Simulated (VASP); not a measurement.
# Zr (P6_3/mmc) in VASP: further runs

Runs on Zr. Level: LDA. Tasks: single point.

Everything below comes from runs of VASP 6.6.1. Logs are shortened: lines on timing, memory, paths and dates and some standing lists are left out, and cuts for length are marked.

## 1. The cell of the first run

The structure is hexagonal, space group P6_3/mmc (No. 194). The conventional cell has a = 3.275 Å, b = 3.275 Å, c = 5.215 Å, α = 90.00°, β = 90.00°, γ = 120.00°. Zr (site symmetry -6m2) has 12 Zr at 3.22 to 3.27 Å within 4.2 Å.

## 2. Single point, LDA

The input, INCAR:

```
SYSTEM = Zr
ALGO = Normal ; EDIFF = 1E-6
ENCUT = 500 ; GGA = CA
GGA_COMPAT = .FALSE. ; ISIF = 2
ISMEAR = 1 ; LASPH = .TRUE.
LCHARG = .FALSE. ; LREAL = .FALSE.
LWAVE = .FALSE. ; NBANDS = 19
NELM = 120 ; PREC = Accurate
SIGMA = 0.1
```

The input, KPOINTS:

```
k-points
0
G
  10 10 5
  0 0 0
```

The input, POSCAR:

```
Zr
1.0
    3.2745311931      0.0000000000      0.0000000000
   -1.6372655966      2.8358230397      0.0000000000
    0.0000000000      0.0000000000      5.2147314515
Zr
2
Direct
    0.3333333333      0.6666666667      0.2500000000
    0.6666666667      0.3333333333      0.7500000000
```

Potentials or basis: VASP PAW LDA potentials, release 64 (Zr_sv).

Run with:

```
$ cat potpaw_LDA.64/Zr_sv/POTCAR > POTCAR
$ mpirun -np 1 vasp_std > vasp.out
```

OUTCAR:

```text
SYSTEM = Zr
   EDIFF = 1E-6
   ENCUT = 500
   GGA = CA
   ISIF = 2
   ISMEAR = 1
   LASPH = .TRUE.
   LREAL = .FALSE.
   NELM = 120
   PREC = Accurate

 ion  position               nearest neighbor table
   1  0.333  0.667  0.250-   2 3.22   2 3.22   2 3.22   2 3.22   2 3.22   2 3.22
   2  0.667  0.333  0.750-   1 3.22   1 3.22   1 3.22   1 3.22   1 3.22   1 3.22

  LATTYP: Found a hexagonal cell.
 ALAT       =     3.2745311931
 C/A-ratio  =     1.5925123763

  Lattice vectors:

 A1 = (   3.2745311931,   0.0000000000,   0.0000000000)
 A2 = (  -1.6372655966,   2.8358230397,   0.0000000000)
 A3 = (   0.0000000000,   0.0000000000,   5.2147314515)

Analysis of symmetry for initial positions (statically):
=====================================================================
 Subroutine PRICEL returns:
 Original cell was already a primitive cell.

 Routine SETGRP: Setting up the symmetry group for a
 hexagonal supercell.

 Subroutine GETGRP returns: Found 24 space group operations
 (whereof 12 operations were pure point group operations)
 out of a pool of 24 trial point group operations.

The static configuration has the point symmetry D_3d.
 The point group associated with its full space group is D_6h.

Analysis of symmetry for dynamics (positions and initial velocities):
=====================================================================
 Subroutine PRICEL returns:
 Original cell was already a primitive cell.

 Routine SETGRP: Setting up the symmetry group for a
 hexagonal supercell.

 Subroutine GETGRP returns: Found 24 space group operations
 (whereof 12 operations were pure point group operations)
 out of a pool of 24 trial point group operations.

The dynamic configuration has the point symmetry D_3d.
 The point group associated with its full space group is D_6h.

 Subroutine INISYM returns: Found 24 space group operations
 (whereof 12 operations are pure point group operations),
 and found     1 'primitive' translations

----------------------------------------------------------------------------------------

                                     Primitive cell

  volume of cell :      48.4239

  direct lattice vectors                    reciprocal lattice vectors
     3.274531193  0.000000000  0.000000000     0.305387227  0.176315656  0.000000000
    -1.637265597  2.835823040  0.000000000     0.000000000  0.352631312  0.000000000
     0.000000000  0.000000000  5.214731451     0.000000000  0.000000000  0.191764429

  length of vectors
     3.274531193  3.274527591  5.214731451     0.352630924  0.352631312  0.191764429

  position of ions in fractional coordinates (direct lattice)
     0.333333333  0.666666667  0.250000000
     0.666666667  0.333333333  0.750000000

  ion indices of the primitive-cell ions
   primitive index   ion index
                 1           1
                 2           2

----------------------------------------------------------------------------------------

 KPOINTS: k-points

Automatic generation of k-mesh.
 Grid dimensions read from file:
 generate k-points for:   10   10    5

 Generating k-lattice:

  Cartesian coordinates                     Fractional coordinates (reciprocal lattice)
     0.030538723  0.017631566  0.000000000     0.100000000  0.000000000  0.000000000
     0.000000000  0.035263131  0.000000000     0.000000000  0.100000000  0.000000000
     0.000000000  0.000000000  0.038352886     0.000000000  0.000000000  0.200000000

  Length of vectors
     0.035263092  0.035263131  0.038352886

  Shift w.r.t. Gamma in fractional coordinates (k-lattice)
     0.000000000  0.000000000  0.000000000

 Subroutine IBZKPT returns following result:
 ===========================================

 Found     42 irreducible k-points:

 Following reciprocal coordinates:
            Coordinates               Weight
  0.000000  0.000000  0.000000      1.000000
  0.100000  0.000000  0.000000      6.000000
  0.200000  0.000000  0.000000      6.000000
  0.300000  0.000000  0.000000      6.000000
  0.400000  0.000000  0.000000      6.000000
  0.500000  0.000000  0.000000      3.000000
[... 16 lines left out ...]
  0.300000  0.100000  0.200000     24.000000
  0.400000  0.100000  0.200000     24.000000
 [... further k-points ...]
   k-points           NKPTS =     42   k-points in BZ     NKDIM =     42   number of bands    NBANDS=     19
   number of dos      NEDOS =    301   number of ions     NIONS =      2
   total plane-waves  NPLWV =  23040
   dimension x,y,z NGX =    24 NGY =   24 NGZ =   40
   dimension x,y,z NGXF=    48 NGYF=   48 NGZF=   80
   ions per type =               2
   NGX,Y,Z   is equivalent  to a cutoff of  12.18, 12.18, 12.75 a.u.
   NGXF,Y,Z  is equivalent  to a cutoff of  24.37, 24.37, 25.50 a.u.
 SYSTEM =  Zr
   PREC   = accura    normal or accurate (medium, high low for compatibility)
   ISTART =      0    job   : 0-new  1-cont  2-samecut
   ICHARG =      2    charge: 1-file 2-atom 10-const
   ISPIN  =      1    spin polarized calculation?
   LNONCOLLINEAR =      F non collinear calculations
   LSORBIT =      F    spin-orbit coupling
   LASPH  =      T    aspherical Exc in radial PAW
   ENCUT  =  500.0 eV  36.75 Ry    6.06 a.u.   5.97  5.97  9.51*2*pi/ulx,y,z
   NELM   =    120;   NELMIN=  2; NELMDL= -5     # of ELM steps
   EDIFF  = 0.1E-05   stopping-criterion for ELM
   LREAL  =      F    real-space projection
   EDIFFG = 0.1E-04   stopping-criterion for IOM
   NSW    =      0    number of steps for IOM
   IBRION =     -1    ionic relax: 0-MD 1-quasi-New 2-CG
   NFREE  =      0    steps in history (QN), initial steepest desc. (CG)
   ISIF   =      2    stress and relaxation
   ISYM   =      2    0-nonsym 1-usesym 2-fastsym
   POTIM  = 0.5000    time-step for ionic-motion
   TEBEG  =    0.0;   TEEND  =   0.0 temperature during run
   PSTRESS=    0.0 pullay stress
   NELECT =      24.0000    total number of electrons
   NUPDOWN=      -1.0000    fix difference up-down
   EMIN   =  10.00;   EMAX   =-10.00  energy-range for DOS
   EFERMI =   0.00;   METHOD = LEGACY
   ISMEAR =     1;   SIGMA  =   0.10  broadening in eV -4-tet -1-fermi 0-gaus
   EFERMI_NEDOS =   21; number of points for ismear=-14 and -15
   IALGO  =     38    algorithm
   IMIX   =      4    mixing-type and parameters
     AMIX     =   0.40;   BMIX     =  1.00
     AMIX_MAG =   1.60;   BMIX_MAG =  1.00
  volume/ion in A,a.u.               =      24.21       163.39
  Fermi-wavevector in a.u.,A,eV,Ry     =   1.295563  2.448259 22.837151  1.678483
  Thomas-Fermi vector in A             =   2.427075
   LORBIT       =      0    0 simple, 1 ext, 2 COOP (PROOUT), +10 PAW based schemes
   GGA     = CA    functional components
   LHFCALC =     F    Hartree Fock is set to
   AEXX    =    0.0000 exact exchange contribution
   IVDW    =     0    specifies the selected vdW correction
   LEPSILON=     F    determine dielectric tensor
   LRPA    =     F    only Hartree local field effects (RPA)
 non-spin polarized calculation
 Methfessel and Paxton  Order N= 1 SIGMA  =   0.10
  energy-cutoff  :      500.00
  volume of cell :       48.42
 maximum number of plane-waves:      1250
 NGX is ok and might be reduce to    24
   NGX = 11   NGY = 11   NGZ = 19

 number of electron      24.0000001 magnetization

 Free energy of the ion-electron system (eV)
  ---------------------------------------------------
  ext. energy  EPLUGINS =         0.00000000
  ---------------------------------------------------
  free energy    TOTEN  =       -18.44397697 eV

  energy without entropy =      -18.44495859  energy(sigma->0) =      -18.44430418

 E-fermi :   8.3800     XC(G=0): -11.1183

 val. band max:        8.2669604375   @ k =   0.1000   0.1000   0.0000
 cond. band min:       8.3807766251   @ k =   0.0000   0.0000   0.4000
 fundamental gap:      0.1138161876
 Fermi energy:         8.3800110550

 k-point     1 :       0.0000    0.0000    0.0000
  band No.  band energies     occupation
      1     -40.2775      2.00000
      2     -40.1428      2.00000
      3     -18.8916      2.00000
      4     -18.1032      2.00000
      5     -18.1031      2.00000
      6     -17.9876      2.00000
[... 11 lines left out ...]
     18      10.3715     -0.00000
     19      12.5766      0.00000

 k-point     2 :       0.1000    0.0000    0.0000
  band No.  band energies     occupation
      1     -40.2677      2.00000
      2     -40.1388      2.00000
      3     -18.8644      2.00000
      4     -18.1625      2.00000
      5     -18.1227      2.00000
      6     -18.0363      2.00000
[... 11 lines left out ...]
     18      10.1526     -0.00000
     19      12.7338      0.00000

 k-point     3 :       0.2000    0.0000    0.0000
  band No.  band energies     occupation
      1     -40.2412      2.00000
      2     -40.1290      2.00000
      3     -18.7880      2.00000
      4     -18.3179      2.00000
      5     -18.1920      2.00000
      6     -18.1715      2.00000
[... 11 lines left out ...]
     18      10.7287      0.00000
     19      13.0196      0.00000

 k-point     4 :       0.3000    0.0000    0.0000
  band No.  band energies     occupation
      1     -40.2062      2.00000
      2     -40.1190      2.00000
      3     -18.6782      2.00000
      4     -18.5096      2.00000
      5     -18.3747      2.00000
      6     -18.2288      2.00000
[... 11 lines left out ...]
     18      11.7085      0.00000
     19      13.2371      0.00000

 k-point     5 :       0.4000    0.0000    0.0000
  band No.  band energies     occupation
      1     -40.1739      2.00000
      2     -40.1147      2.00000
      3     -18.6636      2.00000
      4     -18.5636      2.00000
      5     -18.5159      2.00000
      6     -18.2734      2.00000
[... 11 lines left out ...]
     18      12.7688      0.00000
     19      13.3497      0.00000
[... 334 lines left out ...]
      2     -40.1433      2.00000
      3     -18.7528      2.00000
      4     -18.2314      2.00000
      5     -18.2294      2.00000
      6     -18.1397      2.00000
[... 11 lines left out ...]
     18      10.8737      0.00000
     19      12.8179      0.00000

 k-point    22 :       0.2000    0.1000    0.2000
  band No.  band energies     occupation
      1     -40.2096      2.00000
      2     -40.1314      2.00000
      3     -18.6994      2.00000
      4     -18.4007      2.00000
      5     -18.3450      2.00000
      6     -18.2027      2.00000
[... 11 lines left out ...]
     18      11.5164      0.00000
     19      12.9144      0.00000

 k-point    23 :       0.3000    0.1000    0.2000
  band No.  band energies     occupation
      1     -40.1780      2.00000
      2     -40.1220      2.00000
      3     -18.6927      2.00000
      4     -18.5445      2.00000
      5     -18.4200      2.00000
      6     -18.2635      2.00000
[... 11 lines left out ...]
     18      12.3006      0.00000
     19      13.2278      0.00000

 k-point    24 :       0.4000    0.1000    0.2000
  band No.  band energies     occupation
      1     -40.1552      2.00000
      2     -40.1194      2.00000
      3     -18.7471      2.00000
      4     -18.6155      2.00000
      5     -18.4142      2.00000
      6     -18.2866      2.00000
[... 11 lines left out ...]
     18      13.1150      0.00000
     19      13.8654      0.00000

 [... further k-points ...]
[... 5 lines left out ...]
  --------------------------------------------------------------------------------------
  -------------------------------------------------------------------------------------
  Total       -2.7481180     -2.7481099     -2.8177916      0.0000000      0.0000000      0.0000000
  in kB      -90.9255108    -90.9252441    -93.2307633      0.0000000      0.0000000      0.0000000
  external PRESSURE =     -91.6938394 kB  Pullay stress =       0.0000000 kB

 VOLUME and BASIS-vectors are now :
 -----------------------------------------------------------------------------
  energy-cutoff  :      500.00
  volume of cell :       48.42
      direct lattice vectors                 reciprocal lattice vectors
     3.274531193  0.000000000  0.000000000     0.305387227  0.176315656  0.000000000
    -1.637265597  2.835823040  0.000000000     0.000000000  0.352631312  0.000000000
     0.000000000  0.000000000  5.214731451     0.000000000  0.000000000  0.191764429

 POSITION                                       TOTAL-FORCE (eV/Angst)
 -----------------------------------------------------------------------------------
     -0.00000      1.89055      1.30368         0.000000      0.000000      0.000000
      1.63727      0.94527      3.91105        -0.000000     -0.000000      0.000000
 -----------------------------------------------------------------------------------
    total drift:                               -0.000000      0.000000     -0.000000

  FREE ENERGIE OF THE ION-ELECTRON SYSTEM (eV)
  ---------------------------------------------------
  free  energy   TOTEN  =       -18.4439769702 eV

  energy  without entropy=      -18.4449585924  energy(sigma->0) =      -18.44430418
```

Run time: 10 s. Hardware: 1 thread of Intel Xeon 6975P-C (Granite Rapids), shared host; peak memory 0.15 GiB.

Results:

- Free energy: -18.4440 eV
- Pressure: -9.2 GPa
- Band gap on the k mesh: zero (band 12 reaches 9.18 eV, above the bottom of band 13 at 8.06 eV)

Levels at points of the mesh, in eV from the Fermi level:
| k point | band 9 | band 10 | band 11 | band 12 | band 13 | band 14 | band 15 | band 16 |
| --- | --- | --- | --- | --- | --- | --- | --- | --- |
| (0.00, 0.00, 0.00) | -5.58 | -2.95 | 0.80 | 0.80 | 0.94 | 1.10 | 1.46 | 1.46 |
| (0.50, 0.00, 0.00) | -2.47 | -2.45 | -2.05 | -0.25 | 0.48 | 0.71 | 1.36 | 4.63 |

[end of part 1 of 2]
